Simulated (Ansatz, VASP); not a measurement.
**One calculation of LiBr, two programs**

```
Li Br
1.0
     0.00000    2.77609    2.77609
     2.77609    0.00000    2.77609
     2.77609    2.77609    0.00000
Li Br
1 1
Direct
  0.00000 0.00000 0.00000
  0.50000 0.50000 0.50000
```

Change from the starting cell: volume scaled by 1.06, crystal datasets.

Alike in both runs: task electric field gradients; functional r2SCAN; k mesh 10 × 10 × 10; occupations fermi-dirac, width 0.03 eV; no spin polarisation.

```csv
,VASP,Ansatz
version,VASP 6.6.1,Ansatz 0.2.0
potentials or method,"VASP PAW PBE potentials, release 64 (Li_sv, Br), cutoff 720 eV","all-electron PAW with datasets made for the crystal, scalar-relativistic"
```

VASP gave:

| Property | Result |
| --- | --- |
| gap on the k mesh at the Fermi level (eV) | 5.75 |
| pressure (GPa) | -1.3 |

Q: Estimate Ansatz's values.

A: gap on the k mesh at the Fermi level (eV): 5.69; pressure (GPa): -1.0.

VASP's potentials were made for PBE, not for r2SCAN. Ansatz ran all-electron here, and VASP with PAW potentials.
